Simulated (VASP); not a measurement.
# CuI (F-43m) in VASP: a series of runs

CuI is run at these levels: r2SCAN; tasks: single point.

Program: VASP 6.6.1. These are calculated values, not measurements. Logs are shortened: lines on timing, memory, paths and dates and some standing lists are left out, and cuts for length are marked.

## (1) The cell of the first run

Symmetry: F-43m, No. 216, cubic system. The conventional cell has a = 5.749 Å, b = 5.749 Å, c = 5.749 Å, α = 90.00°, β = 90.00°, γ = 90.00°. Within 3.3 Å of Cu (site symmetry -43m) lie 4 I at 2.49 Å. I (site symmetry -43m) has 4 Cu at 2.49 Å within 3.3 Å.

## (2) Single point, r2SCAN (strain -4.6%)

File POSCAR:

```
CuI
1.0
    0.0000000000      2.8746937486      2.8746937486
    2.8746937486      0.0000000000      2.8746937486
    2.8746937486      2.8746937486      0.0000000000
Cu I
1 1
Direct
    0.2500000000      0.2500000000      0.2500000000
    0.0000000000      0.0000000000      0.0000000000
```

File INCAR.step1:

```
  ALGO = Normal
  EDIFF = 1E-4
  ENCUT = 520
  GGA = PE
  ISMEAR = 0
  LASPH = True
  LCHARG = False
  LREAL = False
  LWAVE = True
  NBANDS = 16
  NELM = 80
  PREC = Accurate
  SIGMA = 0.01
```

File INCAR.step2:

```
  ALGO = Normal
  EDIFF = 1E-7
  ENCUT = 520
  ISIF = 2
  ISMEAR = 0
  ISTART = 1
  LASPH = True
  LCHARG = True
  LELF = True
  LMIXTAU = True
  LREAL = False
  LVHAR = True
  LWAVE = False
  METAGGA = R2SCAN
  NBANDS = 16
  NELM = 80
  PREC = Accurate
  SIGMA = 0.01
```

File KPOINTS:

```
k-points
0
Gamma
  8 8 8
```

Potentials or basis: VASP PAW PBE potentials, release 64 (Cu, I).

Command:

```console
$ cat potpaw_PBE.64/Cu/POTCAR potpaw_PBE.64/I/POTCAR > POTCAR
$ cp INCAR.step1 INCAR
$ mpirun -np 1 vasp_std > vasp.out
$ cp INCAR.step2 INCAR
$ mpirun -np 1 vasp_std > vasp.out
```

OUTCAR:

```text
EDIFF = 1E-7
   ENCUT = 520
   ISIF = 2
   ISMEAR = 0
   ISTART = 1
   LASPH = True
   LREAL = False
   METAGGA = R2SCAN
   NELM = 80
   PREC = Accurate

 ion  position               nearest neighbor table
   1  0.250  0.250  0.250-   2 2.49   2 2.49   2 2.49   2 2.49
   2  0.000  0.000  0.000-   1 2.49   1 2.49   1 2.49   1 2.49

  LATTYP: Found a face centered cubic cell.
 ALAT       =     5.7493874972

  Lattice vectors:

 A1 = (   0.0000000000,   2.8746937486,   2.8746937486)
 A2 = (   2.8746937486,   0.0000000000,   2.8746937486)
 A3 = (   2.8746937486,   2.8746937486,   0.0000000000)

Analysis of symmetry for initial positions (statically):
=====================================================================
 Subroutine PRICEL returns:
 Original cell was already a primitive cell.

 Routine SETGRP: Setting up the symmetry group for a
 face centered cubic supercell.

 Subroutine GETGRP returns: Found 24 space group operations
 (whereof 24 operations were pure point group operations)
 out of a pool of 48 trial point group operations.

The static configuration has the point symmetry T_d .

Analysis of symmetry for dynamics (positions and initial velocities):
=====================================================================
 Subroutine PRICEL returns:
 Original cell was already a primitive cell.

 Routine SETGRP: Setting up the symmetry group for a
 face centered cubic supercell.

 Subroutine GETGRP returns: Found 24 space group operations
 (whereof 24 operations were pure point group operations)
 out of a pool of 48 trial point group operations.

The dynamic configuration has the point symmetry T_d .

 Subroutine INISYM returns: Found 24 space group operations
 (whereof 24 operations are pure point group operations),
 and found     1 'primitive' translations

----------------------------------------------------------------------------------------

                                     Primitive cell

  volume of cell :      47.5122

  direct lattice vectors                    reciprocal lattice vectors
     0.000000000  2.874693749  2.874693749    -0.173931571  0.173931571  0.173931571
     2.874693749  0.000000000  2.874693749     0.173931571 -0.173931571  0.173931571
     2.874693749  2.874693749  0.000000000     0.173931571  0.173931571 -0.173931571

  length of vectors
     4.065430887  4.065430887  4.065430887     0.301258318  0.301258318  0.301258318

  position of ions in fractional coordinates (direct lattice)
     0.250000000  0.250000000  0.250000000
     0.000000000  0.000000000  0.000000000

  ion indices of the primitive-cell ions
   primitive index   ion index
                 1           1
                 2           2

----------------------------------------------------------------------------------------

 KPOINTS: k-points

Automatic generation of k-mesh.
 Grid dimensions read from file:
 generate k-points for:    8    8    8

 Generating k-lattice:

  Cartesian coordinates                     Fractional coordinates (reciprocal lattice)
    -0.021741446  0.021741446  0.021741446     0.125000000  0.000000000  0.000000000
     0.021741446 -0.021741446  0.021741446     0.000000000  0.125000000  0.000000000
     0.021741446  0.021741446 -0.021741446     0.000000000  0.000000000  0.125000000

  Length of vectors
     0.037657290  0.037657290  0.037657290

  Shift w.r.t. Gamma in fractional coordinates (k-lattice)
     0.000000000  0.000000000  0.000000000

 Subroutine IBZKPT returns following result:
 ===========================================

 Found     29 irreducible k-points:

 Following reciprocal coordinates:
            Coordinates               Weight
  0.000000  0.000000  0.000000      1.000000
  0.125000  0.000000  0.000000      8.000000
  0.250000  0.000000  0.000000      8.000000
  0.375000  0.000000  0.000000      8.000000
  0.500000  0.000000  0.000000      4.000000
  0.125000  0.125000  0.000000      6.000000
[... 16 lines left out ...]
  0.500000  0.250000  0.125000     48.000000
 -0.375000  0.250000  0.125000     24.000000
 [... further k-points ...]
   k-points           NKPTS =     29   k-points in BZ     NKDIM =     29   number of bands    NBANDS=     16
   number of dos      NEDOS =    301   number of ions     NIONS =      2
   total plane-waves  NPLWV =  27000
   dimension x,y,z NGX =    30 NGY =   30 NGZ =   30
   dimension x,y,z NGXF=    60 NGYF=   60 NGZF=   60
   ions per type =               1   1
   NGX,Y,Z   is equivalent  to a cutoff of  12.27, 12.27, 12.27 a.u.
   NGXF,Y,Z  is equivalent  to a cutoff of  24.54, 24.54, 24.54 a.u.
 SYSTEM =  unknown system
   PREC   = accura    normal or accurate (medium, high low for compatibility)
   ISTART =      1    job   : 0-new  1-cont  2-samecut
   ICHARG =      0    charge: 1-file 2-atom 10-const
   ISPIN  =      1    spin polarized calculation?
   LNONCOLLINEAR =      F non collinear calculations
   LSORBIT =      F    spin-orbit coupling
   LASPH  =      T    aspherical Exc in radial PAW
   ENCUT  =  520.0 eV  38.22 Ry    6.18 a.u.   7.56  7.56  7.56*2*pi/ulx,y,z
   NELM   =     80;   NELMIN=  2; NELMDL=  0     # of ELM steps
   EDIFF  = 0.1E-06   stopping-criterion for ELM
   LREAL  =      F    real-space projection
   EDIFFG = 0.1E-05   stopping-criterion for IOM
   NSW    =      0    number of steps for IOM
   IBRION =     -1    ionic relax: 0-MD 1-quasi-New 2-CG
   NFREE  =      0    steps in history (QN), initial steepest desc. (CG)
   ISIF   =      2    stress and relaxation
   ISYM   =      2    0-nonsym 1-usesym 2-fastsym
   POTIM  = 0.5000    time-step for ionic-motion
   TEBEG  =    0.0;   TEEND  =   0.0 temperature during run
   PSTRESS=    0.0 pullay stress
   NELECT =      18.0000    total number of electrons
   NUPDOWN=      -1.0000    fix difference up-down
   EMIN   =  10.00;   EMAX   =-10.00  energy-range for DOS
   EFERMI =   0.00;   METHOD = LEGACY
   ISMEAR =     0;   SIGMA  =   0.01  broadening in eV -4-tet -1-fermi 0-gaus
   EFERMI_NEDOS =   21; number of points for ismear=-14 and -15
   IALGO  =     38    algorithm
   IMIX   =      4    mixing-type and parameters
     AMIX     =   0.40;   BMIX     =  1.00
     AMIX_MAG =   1.60;   BMIX_MAG =  1.00
  volume/ion in A,a.u.               =      23.76       160.31
  Fermi-wavevector in a.u.,A,eV,Ry     =   1.184579  2.238530 19.092073  1.403228
  Thomas-Fermi vector in A             =   2.320790
   LORBIT       =      0    0 simple, 1 ext, 2 COOP (PROOUT), +10 PAW based schemes
   METAGGA = R2SCAN    functional components
   LHFCALC =     F    Hartree Fock is set to
   AEXX    =    0.0000 exact exchange contribution
   IVDW    =     0    specifies the selected vdW correction
   LEPSILON=     F    determine dielectric tensor
   LRPA    =     F    only Hartree local field effects (RPA)
 non-spin polarized calculation
 Gauss-broadening in eV      SIGMA  =   0.01
  energy-cutoff  :      520.00
  volume of cell :       47.51
 maximum number of plane-waves:      1303
   NGX = 15   NGY = 15   NGZ = 15

 number of electron      17.9999997 magnetization

 Free energy of the ion-electron system (eV)
  ---------------------------------------------------
  ext. energy  EPLUGINS =         0.00000000
  ---------------------------------------------------
  free energy    TOTEN  =       -35.62685668 eV

  energy without entropy =      -35.62685668  energy(sigma->0) =      -35.62685668

 E-fermi :   6.2571     XC(G=0): -10.2587

 val. band max:        6.1528748599   @ k =   0.0000   0.0000   0.0000
 cond. band min:       8.2957926499   @ k =   0.0000   0.0000   0.0000
 fundamental gap:      2.1429177900
 Fermi energy:         6.2571179823

 k-point     1 :       0.0000    0.0000    0.0000
  band No.  band energies     occupation
      1      -9.3576      2.00000
      2       1.5203      2.00000
      3       1.5203      2.00000
      4       1.5203      2.00000
      5       3.5357      2.00000
      6       3.5357      2.00000
[... 8 lines left out ...]
     15      16.4422      0.00000
     16      16.4422      0.00000

 k-point     2 :       0.1250    0.0000    0.0000
  band No.  band energies     occupation
      1      -9.2493      2.00000
      2       1.2182      2.00000
      3       1.5330      2.00000
      4       1.5331      2.00000
      5       3.5265      2.00000
      6       3.5265      2.00000
[... 8 lines left out ...]
     15      15.6030      0.00000
     16      15.8387      0.00000

 k-point     3 :       0.2500    0.0000    0.0000
  band No.  band energies     occupation
      1      -8.9661      2.00000
      2       0.4388      2.00000
      3       1.5595      2.00000
      4       1.5595      2.00000
      5       3.5208      2.00000
      6       3.5209      2.00000
[... 8 lines left out ...]
     15      15.3994      0.00000
     16      15.5789      0.00000

 k-point     4 :       0.3750    0.0000    0.0000
  band No.  band energies     occupation
      1      -8.6437      2.00000
      2      -0.3893      2.00000
      3       1.5785      2.00000
      4       1.5786      2.00000
      5       3.5469      2.00000
      6       3.5470      2.00000
[... 8 lines left out ...]
     15      16.5490      0.00000
     16      16.5490      0.00000
[... 324 lines left out ...]
 k-point    22 :       0.3750    0.2500    0.1250
  band No.  band energies     occupation
      1      -8.7423      2.00000
      2       0.2209      2.00000
      3       1.3035      2.00000
      4       1.5602      2.00000
      5       3.4354      2.00000
      6       3.5844      2.00000
[... 8 lines left out ...]
     15      17.4352      0.00000
     16      18.5596      0.00000

 k-point    23 :       0.5000    0.2500    0.1250
  band No.  band energies     occupation
      1      -8.4703      2.00000
      2      -0.2041      2.00000
      3       1.0413      2.00000
      4       1.5585      2.00000
      5       3.4664      2.00000
      6       3.5515      2.00000
[... 8 lines left out ...]
     15      17.8158      0.00000
     16      18.6433      0.00000

 k-point    24 :      -0.3750    0.2500    0.1250
  band No.  band energies     occupation
      1      -8.3476      2.00000
      2      -0.3992      2.00000
      3       0.9265      2.00000
      4       1.5490      2.00000
      5       3.4366      2.00000
      6       3.5458      2.00000
[... 8 lines left out ...]
     15      17.7264      0.00000
     16      18.6838      0.00000

 [... further k-points ...]
[... 5 lines left out ...]
  --------------------------------------------------------------------------------------
  -------------------------------------------------------------------------------------
  Total        2.5692734      2.5692734      2.5692734     -0.0000000      0.0000000      0.0000000
  in kB       86.6395428     86.6395428     86.6395428     -0.0000000      0.0000000      0.0000000
  external PRESSURE =      86.6395428 kB  Pullay stress =       0.0000000 kB

 VOLUME and BASIS-vectors are now :
 -----------------------------------------------------------------------------
  energy-cutoff  :      520.00
  volume of cell :       47.51
      direct lattice vectors                 reciprocal lattice vectors
     0.000000000  2.874693749  2.874693749    -0.173931571  0.173931571  0.173931571
     2.874693749  0.000000000  2.874693749     0.173931571 -0.173931571  0.173931571
     2.874693749  2.874693749  0.000000000     0.173931571  0.173931571 -0.173931571

 POSITION                                       TOTAL-FORCE (eV/Angst)
 -----------------------------------------------------------------------------------
      1.43735      1.43735      1.43735         0.000000      0.000000     -0.000000
      0.00000      0.00000      0.00000        -0.000000     -0.000000      0.000000
 -----------------------------------------------------------------------------------
    total drift:                               -0.000031     -0.000031     -0.000031

  FREE ENERGIE OF THE ION-ELECTRON SYSTEM (eV)
  ---------------------------------------------------
  free  energy   TOTEN  =       -35.6268566844 eV

  energy  without entropy=      -35.6268566844  energy(sigma->0) =      -35.62685668
```

Run time: 60 s. Hardware: 1 thread of Intel Xeon 6975P-C (Granite Rapids), shared host; peak memory 0.18 GiB.

Results:

* Free energy: -35.6269 eV
* Pressure: 8.7 GPa
* Band gap on the k mesh: 2.14 eV

Levels at points of the mesh, in eV from the valence-band top:
```csv
k point,band 5,band 6,band 7,band 8,band 9,band 10,band 11,band 12,band 13,band 14
"(0.00, 0.00, 0.00)",-2.62,-2.62,0.00,0.00,0.00,2.14,5.01,5.01,5.01,8.91
"(0.50, 0.00, 0.00)",-2.58,-2.58,-2.53,-1.01,-1.01,2.68,5.59,5.59,7.90,10.57
"(0.50, 0.50, 0.00)",-2.69,-2.50,-2.50,-2.16,-2.16,2.61,3.02,11.12,11.28,11.28
```

Caveat: the cell differs from its parent crystal (strain -4.6%); the cell stands under pressure; the PAW data sets were made with another functional, which shifts forces and pressure a little; spin-orbit coupling is left out, which moves the levels of the heavy elements.

## (3) Single point, r2SCAN

This run uses another cell than the first one, of 27.33 Å³/atom.

File POSCAR:

```
CuI
1.0
    0.0000000000      3.0120429050      3.0120429050
    3.0120429050      0.0000000000      3.0120429050
    3.0120429050      3.0120429050      0.0000000000
Cu I
1 1
Direct
    0.2500000000      0.2500000000      0.2500000000
    0.0000000000      0.0000000000      0.0000000000
```

File INCAR.step1:

```
SYSTEM = CuI
  ALGO = Normal
  EDIFF = 1E-4
  ENCUT = 520
  GGA = PE
  ISMEAR = 0
  LASPH = .True.
  LCHARG = .False.
  LREAL = .False.
  LWAVE = .True.
  NBANDS = 16
  NELM = 60
  PREC = Accurate
  SIGMA = 0.01
```

File INCAR.step2:

```
SYSTEM = CuI
  ALGO = Normal
  EDIFF = 1E-6
  ENCUT = 520
  ISIF = 2
  ISMEAR = 0
  ISTART = 1
  LASPH = .True.
  LCHARG = .False.
  LMIXTAU = .True.
  LREAL = .False.
  LWAVE = .False.
  METAGGA = R2SCAN
  NBANDS = 16
  NELM = 60
  PREC = Accurate
  SIGMA = 0.01
```

File KPOINTS:

```
k-points
0
Gamma
  8 8 8
  0 0 0
```

Potentials or basis: VASP PAW PBE potentials, release 64 (Cu, I).

Command:

```console
$ cat potpaw_PBE.64/Cu/POTCAR potpaw_PBE.64/I/POTCAR > POTCAR
$ cp INCAR.step1 INCAR
$ mpirun -np 1 vasp_std > vasp.out
$ cp INCAR.step2 INCAR
$ mpirun -np 1 vasp_std > vasp.out
```

OUTCAR:

```text
SYSTEM = CuI
   EDIFF = 1E-6
   ENCUT = 520
   ISIF = 2
   ISMEAR = 0
   ISTART = 1
   LASPH = .True.
   LREAL = .False.
   METAGGA = R2SCAN
   NELM = 60
   PREC = Accurate

 ion  position               nearest neighbor table
   1  0.250  0.250  0.250-   2 2.61   2 2.61   2 2.61   2 2.61
   2  0.000  0.000  0.000-   1 2.61   1 2.61   1 2.61   1 2.61

  LATTYP: Found a face centered cubic cell.
 ALAT       =     6.0240858100

  Lattice vectors:

 A1 = (   0.0000000000,   3.0120429050,   3.0120429050)
 A2 = (   3.0120429050,   0.0000000000,   3.0120429050)
 A3 = (   3.0120429050,   3.0120429050,   0.0000000000)
[... 625 lines left out ...]
      5       2.4777      2.00000
      6       2.5635      2.00000
[... 8 lines left out ...]
     15      15.7469      0.00000
     16      16.4358      0.00000

 [... further k-points ...]
[... 5 lines left out ...]
  --------------------------------------------------------------------------------------
  -------------------------------------------------------------------------------------
  Total       -0.0228903     -0.0228903     -0.0228903      0.0000000      0.0000000      0.0000000
  in kB       -0.6710401     -0.6710401     -0.6710401      0.0000000      0.0000000      0.0000000
  external PRESSURE =      -0.6710401 kB  Pullay stress =       0.0000000 kB

 VOLUME and BASIS-vectors are now :
 -----------------------------------------------------------------------------
  energy-cutoff  :      520.00
  volume of cell :       54.65
      direct lattice vectors                 reciprocal lattice vectors
     0.000000000  3.012042905  3.012042905    -0.166000291  0.166000291  0.166000291
     3.012042905  0.000000000  3.012042905     0.166000291 -0.166000291  0.166000291
     3.012042905  3.012042905  0.000000000     0.166000291  0.166000291 -0.166000291

 POSITION                                       TOTAL-FORCE (eV/Angst)
 -----------------------------------------------------------------------------------
      1.50602      1.50602      1.50602        -0.000000     -0.000000     -0.000000
      0.00000      0.00000      0.00000         0.000000      0.000000      0.000000
 -----------------------------------------------------------------------------------
    total drift:                               -0.000010     -0.000010     -0.000010

  FREE ENERGIE OF THE ION-ELECTRON SYSTEM (eV)
  ---------------------------------------------------
  free  energy   TOTEN  =       -35.7954920759 eV

  energy  without entropy=      -35.7954920759  energy(sigma->0) =      -35.79549208
```

OUTCAR.step1:

```text
SYSTEM = CuI
   EDIFF = 1E-4
   ENCUT = 520
   GGA = PE
   ISMEAR = 0
   LASPH = .True.
   LREAL = .False.
[... 676 lines left out ...]
      1.50602      1.50602      1.50602         0.000000      0.000000      0.000000
      0.00000      0.00000      0.00000        -0.000000     -0.000000     -0.000000
 -----------------------------------------------------------------------------------
    total drift:                               -0.000000     -0.000000     -0.000000

  FREE ENERGIE OF THE ION-ELECTRON SYSTEM (eV)
  ---------------------------------------------------
  free  energy   TOTEN  =        -5.5567682744 eV

  energy  without entropy=       -5.5567682744  energy(sigma->0) =       -5.55676827
```

Run time: 36 s. Hardware: 1 thread of Intel Xeon 6975P-C (Granite Rapids), shared host; peak memory 0.2 GiB.

Results:

```
Free energy            : -35.7955 eV
Pressure               : -0.1 GPa
Band gap on the k mesh : 1.67 eV
```

Levels at points of the mesh, in eV from the valence-band top:
```
           k point  band 7  band 8  band 9  band 10  band 11  band 12
(0.00, 0.00, 0.00)    0.00    0.00    0.00     1.67     5.22     5.22
(0.50, 0.00, 0.00)   -1.85   -0.74   -0.74     2.57     5.73     5.73
(0.50, 0.50, 0.00)   -1.82   -1.57   -1.57     2.90     3.17     9.94
```

Caveat: the PAW data sets were made with another functional, which shifts forces and pressure a little; spin-orbit coupling is left out, which moves the levels of the heavy elements. r2SCAN opens gaps a little over a GGA but as a rule still falls short of measured ones.
